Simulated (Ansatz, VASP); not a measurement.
**Ni2Pt3: VASP beside Ansatz**

```
Ni Pt
1.0
     2.72513    0.00000    0.00000
    -1.36256    2.36003    0.00000
     0.00000    0.00000   21.86964
Ni Pt
4 6
Cartesian
  0.0000 1.5734 0.0000
  1.3626 0.7867 6.6740
  1.3626 0.7867 10.9348
  1.3626 0.7867 15.1956
  0.0000 1.5734 4.5667
  0.0000 1.5734 8.8069
  0.0000 1.5734 13.0628
  0.0000 1.5734 17.3029
  1.3626 0.7867 2.1141
  1.3626 0.7867 19.7556
```

Alike in both runs: functional PBE; k mesh 6 × 6 × 1; occupations gaussian, width 0.1 eV; collinear spin.

Ansatz relaxed the structure, and its values are those at the end. VASP's run is a single point on that final structure, the one shown.

|  | VASP | Ansatz |
| --- | --- | --- |
| version | VASP 6.6.1 | Ansatz 0.2.0 |
| potentials or method | VASP PAW PBE potentials, release 64 (Ni, Pt), cutoff 520 eV | scalar-relativistic, plane waves, PAW |
| valence electrons in the cell | 100 | 180 |

VASP gave:

```
gap on the k mesh at the Fermi level (eV)                     : none
pressure (GPa)                                                : -0.4
rms of the force components (eV/Å)                            : 0.004
net moment per atom (μB)                                      : 0.46
size of the moment on the site where the two differ most (μB) : 0.85
```

Problem. Which values does Ansatz return?

Solution. gap on the k mesh at the Fermi level (eV): none; pressure (GPa): 0.0; rms of the force components (eV/Å): 0.004; net moment per atom (μB): 0.47; size of the moment on the site where the two differ most (μB): 0.88.

Site moments also hang on the region over which each program counts them. A gap of «none» marks a metal or a gap that the smearing closes. The functional is the same, so the differences come from potentials, cutoffs and numerics. VASP's potentials hold 100 valence electrons a cell and Ansatz's 180, so a difference there can come from the potentials and not from the codes.

The k mesh is coarse, so the values compare programs but aren't converged. Spin-orbit coupling is off throughout.
